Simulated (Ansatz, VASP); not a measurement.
**Zn in VASP and in Ansatz**

```
Zn
1.0
     2.60792    0.00000    0.00000
    -1.30396    2.25852    0.00000
     0.00000    0.00000    4.89299
Zn
2
Direct
  0.33333 0.66667 0.25000
  0.66667 0.33333 0.75000
```

Alike in both runs: task single point; functional revPBE; k mesh 22 × 22 × 10; occupations fermi-dirac, width 0.1 eV; no spin polarisation.

|  | VASP | Ansatz |
| --- | --- | --- |
| version | VASP 6.6.1 | Ansatz 0.2.0 |
| potentials or method | VASP PAW PBE potentials, release 64 (Zn), cutoff 520 eV | plane waves (420 eV) with PAW, scalar-relativistic |
| valence electrons in the cell | 24 | 24 |

|  | VASP | Ansatz | Ansatz less VASP |
| --- | --- | --- | --- |
| pressure (GPa) | 7.4 | 7.0 | -0.42 |
| traceless stress, the component that is largest in VASP (GPa) | -1.94 | -1.73 | +0.214 |

VASP's potentials were made for PBE, not for revPBE.
